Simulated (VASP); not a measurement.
## Ca: single point with PBE

The system is Ca.

```
Ca
1.0
    -2.23345    2.23345    2.23345
     2.23345   -2.23345    2.23345
     2.23345    2.23345   -2.23345
Ca
1
Direct
  0.00000 0.00000 0.00000
```

This cell differs from its parent crystal: volume scaled by 1.06.

* Program: VASP 6.6.1
* Task: single point
* Functional: PBE
* Potentials or basis: VASP PAW PBE potentials, release 64 (Ca_sv)
* Cutoff: 520 eV
* k mesh: 14 × 14 × 14
* Occupations: gaussian, width 0.1 eV
* Spin: no spin polarisation

The pressure is -0.8 GPa and the band gap on the k mesh is zero (band 5 reaches 2.02 eV, above the bottom of band 6 at 1.73 eV).

Levels at points of the mesh, in eV from the Fermi level:
```csv
k point,band 1,band 2,band 3,band 4,band 5,band 6,band 7,band 8,band 9,band 10
"(0.00, 0.00, 0.00)",-42.20,-23.12,-23.12,-23.12,-3.98,2.21,2.21,2.21,3.20,3.20
"(0.50, 0.00, 0.00)",-42.19,-23.24,-23.16,-23.12,-0.88,-0.08,1.30,3.10,3.45,4.16
"(0.50, 0.50, 0.50)",-42.18,-23.21,-23.21,-23.21,0.10,0.10,3.70,3.70,3.70,3.95
```

It took 31 s on 1 thread of Intel(R) Xeon(R) Platinum 8488C (Sapphire Rapids), on a shared host, peak memory 0.19 GiB.
